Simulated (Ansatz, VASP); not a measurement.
**KTaO3: VASP beside Ansatz**

INCAR

```
ALGO = Normal ; EDIFF = 1E-6
ENCUT = 520 ; GGA = PE
ISIF = 2 ; ISMEAR = -1
LASPH = True ; LCHARG = False
LREAL = False ; LWAVE = False
NBANDS = 27 ; NELM = 80
PREC = Accurate ; SIGMA = 0.02
```

Contents of KPOINTS:

```
k-points
0
Gamma
  6 6 6
```

POSCAR

```
KTaO3
1.0
    3.9901311030      0.0000000000      0.0000000000
    0.0000000000      3.9901311030      0.0000000000
    0.0000000000      0.0000000000      3.9901311030
K Ta O
1 1 3
Direct
    0.0000000000      0.0000000000      0.0000000000
    0.5000000000      0.5000000000      0.5000000000
    0.5000000000      0.5000000000      0.0000000000
    0.5000000000      0.0000000000      0.5000000000
    0.0000000000      0.5000000000      0.5000000000
```

Input for Ansatz:

```yaml
crystal:
  lattice:
    - [3.990131103, 0.0, 0.0]
    - [0.0, 3.990131103, 0.0]
    - [0.0, 0.0, 3.990131103]
  atoms:
    - { symbol: K, position: [0.0, 0.0, 0.0] }
    - { symbol: Ta, position: [0.5, 0.5, 0.5] }
    - { symbol: O, position: [0.5, 0.5, 0.0] }
    - { symbol: O, position: [0.5, 0.0, 0.5] }
    - { symbol: O, position: [0.0, 0.5, 0.5] }
kpoints:
  mp_grid: { grid: [6, 6, 6] }
  band_path:
    path: [[0.0, 0.0, 0.0], [0.0, 0.5, 0.0], [0.5, 0.5, 0.0], [0.5, 0.5, 0.5]]
    npoints: 1
hamiltonian:
  xc: pbe
scf:
  occupations: { method: fermi_dirac, width: 0.02 }
  n_extra_bands: 5
output:
  forces: true
  stress: true
  eigenvalues: true
```

Alike in both runs: task single point; functional PBE; k mesh 6 × 6 × 6; occupations fermi-dirac, width 0.02 eV; no spin polarisation.

|  | VASP | Ansatz |
| --- | --- | --- |
| version | VASP 6.6.1 | Ansatz 0.2.0 |
| potentials or method | VASP PAW PBE potentials, release 64 (K_sv, Ta_pv, O) | plane waves, PAW |
| plane-wave cutoff (eV) | 520 | 420 |
| valence electrons in the cell | 38 | 40 |

Ansatz gave:

- gap on the k mesh at the Fermi level (eV): 2.22
- pressure (GPa): 5.1

What did VASP give for the same quantities?

gap on the k mesh at the Fermi level (eV): 2.17; pressure (GPa): 5.8.

VASP's potentials hold 38 valence electrons a cell and Ansatz's 40, so a difference there can come from the potentials and not from the codes.

Spin-orbit coupling is off throughout.
